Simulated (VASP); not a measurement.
# MnO2 (P6_3/mmc) in VASP: settings compared, part 2 of 2

VASP 6.6.1. Earlier steps stand in the parts before.

## (3) Single point, PBEsol, collinear spin, ferromagnetic start

INCAR

```
PREC     = Accurate       # precision mode
ENCUT    = 520            # plane-wave cutoff, eV
EDIFF    = 1E-7           # SCF threshold, eV
ISMEAR   = -1             # smearing method
SIGMA    = 0.05           # smearing width, eV
LREAL    = F              # projectors in reciprocal space
LASPH    = T              # aspherical terms in the spheres
NELM     = 150            # most SCF steps
ALGO     = Normal         # electronic algorithm
ISIF     = 2              # what is computed and relaxed
LWAVE    = F              # write WAVECAR
LCHARG   = F              # write CHGCAR
ISPIN    = 2              # spin polarisation
MAGMOM   = 4 4 0 0 0 0    # initial moments
LORBIT   = 11             # projections on sites
LMAXMIX  = 4              # l up to which the mixer works
GGA      = PS             # functional
NBANDS   = 38             # bands
```

KPOINTS

```
regular mesh
0
Gamma
  11 11 3
```

POSCAR

```
MnO2
1.0
    2.8398596422      0.0000000000      0.0000000000
   -1.4199298211      2.4593905933      0.0000000000
    0.0000000000      0.0000000000     11.1425539909
Mn O
2 4
Direct
    0.0000000000      0.0000000000      0.5000000000
    0.0000000000      0.0000000000      0.0000000000
    0.6666666667      0.3333333333      0.4147376065
    0.6666666667      0.3333333333      0.0852623935
    0.3333333333      0.6666666667      0.5852623935
    0.3333333333      0.6666666667      0.9147376065
```

Potentials or basis: VASP PAW PBE potentials, release 64 (Mn_pv, O).

Run with:

```bash
cat potpaw_PBE.64/Mn_pv/POTCAR potpaw_PBE.64/O/POTCAR > POTCAR
mpirun -np 1 vasp_std > vasp.out
```

OUTCAR:

```text
PREC = Accurate
   ENCUT = 520
   EDIFF = 1E-7
   ISMEAR = -1
   LREAL = F
   LASPH = T
   NELM = 150
   ISIF = 2
   ISPIN = 2
   LORBIT = 11
   GGA = PS

 ion  position               nearest neighbor table
   1  0.000  0.000  0.500-   3 1.89   5 1.89   5 1.89   3 1.89   3 1.89   5 1.89
   2  0.000  0.000  0.000-   4 1.89   6 1.89   6 1.89   4 1.89   4 1.89   6 1.89
   3  0.667  0.333  0.415-   1 1.89   1 1.89   1 1.89
   4  0.667  0.333  0.085-   2 1.89   2 1.89   2 1.89
   5  0.333  0.667  0.585-   1 1.89   1 1.89   1 1.89
   6  0.333  0.667  0.915-   2 1.89   2 1.89   2 1.89

  LATTYP: Found a hexagonal cell.
 ALAT       =     2.8398596422
 C/A-ratio  =     3.9236284165

  Lattice vectors:

 A1 = (   2.8398596422,   0.0000000000,   0.0000000000)
 A2 = (  -1.4199298211,   2.4593905933,   0.0000000000)
 A3 = (   0.0000000000,   0.0000000000,  11.1425539909)

Analysis of symmetry for initial positions (statically):
=====================================================================
 Subroutine PRICEL returns:
 Original cell was already a primitive cell.

 Routine SETGRP: Setting up the symmetry group for a
[... 2136 lines left out ...]
  Total        0.4730205      0.4730205      0.2530649      0.0000000      0.0000000      0.0000000
  in kB        9.7382610      9.7382610      5.2099482      0.0000000      0.0000000      0.0000000
  external PRESSURE =       8.2288234 kB  Pullay stress =       0.0000000 kB

 VOLUME and BASIS-vectors are now :
 -----------------------------------------------------------------------------
  energy-cutoff  :      520.00
  volume of cell :       77.82
      direct lattice vectors                 reciprocal lattice vectors
     2.839859642  0.000000000  0.000000000     0.352130079  0.203302396  0.000000000
    -1.419929821  2.459390593  0.000000000     0.000000000  0.406604792  0.000000000
     0.000000000  0.000000000 11.142553991     0.000000000  0.000000000  0.089746031

 POSITION                                       TOTAL-FORCE (eV/Angst)
 -----------------------------------------------------------------------------------
      0.00000      0.00000      5.57128        -0.000000     -0.000000      0.000000
      0.00000      0.00000      0.00000        -0.000000     -0.000000      0.000000
      1.41993      0.81980      4.62124         0.000000      0.000000     -0.085443
      1.41993      0.81980      0.95004        -0.000000      0.000000      0.085443
     -0.00000      1.63959      6.52132         0.000000     -0.000000      0.085443
     -0.00000      1.63959     10.19251         0.000000     -0.000000     -0.085443
 -----------------------------------------------------------------------------------
    total drift:                               -0.000000      0.000000      0.000000

  FREE ENERGIE OF THE ION-ELECTRON SYSTEM (eV)
  ---------------------------------------------------
  free  energy   TOTEN  =       -50.1181192390 eV

  energy  without entropy=      -50.1180973715  energy(sigma->0) =      -50.11810831

 total charge

# of ion       s       p       d       tot
------------------------------------------
    1        0.366   6.489   4.951  11.806
    2        0.366   6.489   4.951  11.806
    3        1.577   3.405   0.000   4.982
    4        1.577   3.405   0.000   4.982
    5        1.577   3.405   0.000   4.982
    6        1.577   3.405   0.000   4.982
--------------------------------------------------
tot          7.041  26.597   9.902  43.540

 magnetization (x)

# of ion       s       p       d       tot
------------------------------------------
    1        0.030   0.040   2.752   2.822
    2        0.030   0.040   2.752   2.822
    3        0.004   0.044   0.000   0.048
    4        0.004   0.044   0.000   0.048
    5        0.004   0.044   0.000   0.048
    6        0.004   0.044   0.000   0.048
--------------------------------------------------
tot          0.075   0.258   5.503   5.836
```

stdout:

```text
POSCAR found type information on POSCAR MnO
 POSCAR found :  2 types and       6 ions
 scaLAPACK will be used
 -----------------------------------------------------------------------------
|                                                                             |
|                                                                             |
|     You enforced a specific xc type in the INCAR file but a different       |
|     I HOPE YOU KNOW WHAT YOU ARE DOING!                                     |
|                                                                             |
 -----------------------------------------------------------------------------

 LDA part: xc-table for (Slater+PW92), standard interpolation
 POSCAR, INCAR and KPOINTS ok, starting setup
 FFT: planning ... GRIDC
 FFT: planning ... GRID_SOFT
 FFT: planning ... GRID
 WAVECAR not read
 entering main loop
```

Run time: 7.3 min. Hardware: 1 thread of Oxide Virtual Turin-like, shared host; peak memory 0.28 GiB.

What came out:

* Free energy: -50.1181 eV
* Pressure: 0.8 GPa
* Largest force: 0.085 eV/Å
* Band gap on the k mesh: 0.78 eV (least direct gap 0.82 eV)
* Net moment: 6.00 μB per cell
* Site moments: Mn +2.82; O +0.05 μB
* Valence electrons inside the program's atomic spheres: Mn 11.81; O 4.98

Forces on the atoms (eV/Å):
```
Mn   0.000  0.000  0.000
Mn   0.000  0.000  0.000
O    0.000  0.000 -0.085
O    0.000  0.000  0.085
O    0.000  0.000  0.085
O    0.000  0.000 -0.085
```

Stress tensor (GPa, compression positive):
```
0.97 0.00 0.00
0.00 0.97 0.00
0.00 0.00 0.52
```

Caveat: the PAW data sets were made with another functional, which shifts forces and pressure a little; the run started ferromagnetic, and an antiferromagnetic order may lie lower in energy.

## (4) Single point, r2SCAN, collinear spin, ferromagnetic start

This run uses another cell than the first one, of 12.21 Å³/atom.

POSCAR

```
MnO2
1.0
    2.8508069900      0.0000000000      0.0000000000
   -1.4254034950      2.4688712746      0.0000000000
    0.0000000000      0.0000000000     10.4126913956
Mn O
2 4
Direct
    0.0000000000      0.0000000000      0.5000000000
    0.0000000000      0.0000000000      0.0000000000
    0.6666666667      0.3333333333      0.4088950984
    0.6666666667      0.3333333333      0.0911049016
    0.3333333333      0.6666666667      0.5911049016
    0.3333333333      0.6666666667      0.9088950984
```

INCAR.step1

```
SYSTEM = MnO2
ALGO     = Normal         ! electronic algorithm
EDIFF    = 1E-4           ! SCF threshold, eV
ENCUT    = 520            ! plane-wave cutoff, eV
GGA      = PE             ! functional
ISMEAR   = -1             ! smearing method
ISPIN    = 2              ! spin polarisation
LASPH    = .True.         ! aspherical terms in the spheres
LCHARG   = .False.        ! write CHGCAR
LMAXMIX  = 4              ! l up to which the mixer works
LREAL    = .False.        ! projectors in reciprocal space
LWAVE    = .True.         ! write WAVECAR
MAGMOM   = 4 4 0 0 0 0    ! initial moments
NBANDS   = 38             ! bands
NELM     = 150            ! most SCF steps
PREC     = Accurate       ! precision mode
SIGMA    = 0.05           ! smearing width, eV
```

INCAR.step2

```
SYSTEM = MnO2
ALGO     = Normal         ! electronic algorithm
EDIFF    = 1E-7           ! SCF threshold, eV
ENCUT    = 520            ! plane-wave cutoff, eV
ISIF     = 2              ! what is computed and relaxed
ISMEAR   = -1             ! smearing method
ISPIN    = 2              ! spin polarisation
ISTART   = 1            
LASPH    = .True.         ! aspherical terms in the spheres
LCHARG   = .False.        ! write CHGCAR
LMAXMIX  = 4              ! l up to which the mixer works
LMIXTAU  = .True.       
LORBIT   = 11             ! projections on sites
LREAL    = .False.        ! projectors in reciprocal space
LWAVE    = .False.        ! write WAVECAR
MAGMOM   = 4 4 0 0 0 0    ! initial moments
METAGGA  = R2SCAN         ! meta-GGA
NBANDS   = 38             ! bands
NELM     = 150            ! most SCF steps
PREC     = Accurate       ! precision mode
SIGMA    = 0.05           ! smearing width, eV
```

KPOINTS

```
k-points
0
Gamma
  11 11 3
  0 0 0
```

Run with:

```bash
cat potpaw_PBE.64/Mn_pv/POTCAR potpaw_PBE.64/O/POTCAR > POTCAR
cp INCAR.step1 INCAR
mpirun -np 1 vasp_std > vasp.out
cp INCAR.step2 INCAR
mpirun -np 1 vasp_std > vasp.out
```

Run time: 23 min. Hardware: 1 thread of Oxide Virtual Turin-like, shared host; peak memory 0.29 GiB.

The run converged. Its results:

```
Free energy                                           : -65.0267 eV
Pressure                                              : 1.0 GPa
Largest force                                         : 0.086 eV/Å
Band gap on the k mesh                                : 1.99 eV (least direct gap 2.06 eV)
Net moment                                            : 6.00 μB per cell
Site moments                                          : Mn +2.93; O +0.01 μB
Valence electrons inside the program's atomic spheres : Mn 11.72; O 5.04
```

Forces in eV/Å, atoms in the order of the input:
```
Mn   0.000  0.000  0.000
Mn   0.000  0.000  0.000
O    0.000  0.000 -0.086
O    0.000  0.000  0.086
O    0.000  0.000  0.086
O    0.000  0.000 -0.086
```

Stress tensor (GPa, compression positive):
```
1.20 0.00 0.00
0.00 1.20 0.00
0.00 0.00 0.49
```

Levels at points of the mesh, in eV from the valence-band top:
Spin up:
```tsv
k point	band 25	band 26	band 27	band 28	band 29	band 30	band 31	band 32
(0.00, 0.00, 0.00)	-0.95	-0.95	-0.32	-0.07	3.55	3.55	3.56	3.56
```
Spin down:
| k point | band 19 | band 20 | band 21 | band 22 | band 23 | band 24 | band 25 | band 26 |
| --- | --- | --- | --- | --- | --- | --- | --- | --- |
| (0.00, 0.00, 0.00) | -0.97 | -0.95 | -0.95 | -0.92 | 1.99 | 1.99 | 1.99 | 1.99 |

Caveat: the PAW data sets were made with another functional, which shifts forces and pressure a little; the run started ferromagnetic, and an antiferromagnetic order may lie lower in energy. A k mesh can miss the band edges.

## (5) The runs side by side

| level | potentials or basis | cell | cutoff (eV) | gap on the mesh (eV) | pressure (GPa) | moment (μB) | largest force (eV/Å) |
| --- | --- | --- | --- | --- | --- | --- | --- |
| PBEsol | VASP PAW PBE potentials, release 64 (Mn_sv, O) | a = 2.840, b = 2.840, c = 11.143 Å, angles 90.0, 90.0, 120.0°, 6 atoms, atomic positions A | 700 | 0.80 | -0.3 | 6.00 | 0.01 |
| PBEsol | VASP PAW PBE potentials, release 64 (Mn_pv, O) | a = 2.840, b = 2.840, c = 11.143 Å, angles 90.0, 90.0, 120.0°, 6 atoms, atomic positions A | 520 | 0.78 | 0.8 | 6.00 | 0.09 |
| r2SCAN | VASP PAW PBE potentials, release 64 (Mn_pv, O) | a = 2.851, b = 2.851, c = 10.413 Å, angles 90.0, 90.0, 120.0°, 6 atoms, atomic positions B | 520 | 1.99 | 1.0 | 6.00 | 0.09 |

Alike in all rows: task single point; spin collinear, ferromagnetic start; k mesh 11 × 11 × 3; smearing fermi-dirac 0.05 eV.

Caveats: the PAW data sets were made with another functional, which shifts forces and pressure a little; the run started ferromagnetic, and an antiferromagnetic order may lie lower in energy.

Absolute energies hang on the potentials; compare differences alone.
